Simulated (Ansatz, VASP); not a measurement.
## Si2Bi in VASP and in Ansatz

```xyz
6
Lattice="4.0060 0.0000 0.0000 -2.0030 3.4693 0.0000 0.0000 0.0000 8.9215" Properties=species:S:1:pos:R:3 pbc="T T T"
Si    0.0000    2.3128    7.6108
Si    2.0030    1.1564    3.1501
Si    2.0030    1.1564    1.3106
Si    0.0000    2.3128    5.7714
Bi    0.0000    0.0000    0.0000
Bi    0.0000    0.0000    4.4607
```

Alike in both runs: task single point; functional PBE; k mesh 6 × 6 × 2; occupations gaussian, width 0.1 eV; no spin polarisation.

|  | VASP | Ansatz |
| --- | --- | --- |
| version | VASP 6.6.1 | Ansatz 0.2.0 |
| potentials or method | VASP PAW PBE potentials, release 64 (Si, Bi_d), cutoff 520 eV | scalar-relativistic, plane waves, PAW |
| valence electrons in the cell | 46 | 46 |

|  | VASP | Ansatz | Ansatz less VASP |
| --- | --- | --- | --- |
| gap on the k mesh at the Fermi level (eV) | none | none | - |
| rms of the force components (eV/Å) | 4.117 | 4.155 | +0.0379 |

Atom by atom the forces differ by 0.038 eV/Å (rms over components). A gap of «none» marks a metal or a gap that the smearing closes. The functional is the same, so the differences come from potentials, cutoffs and numerics.

Neither program's run includes spin-orbit coupling.
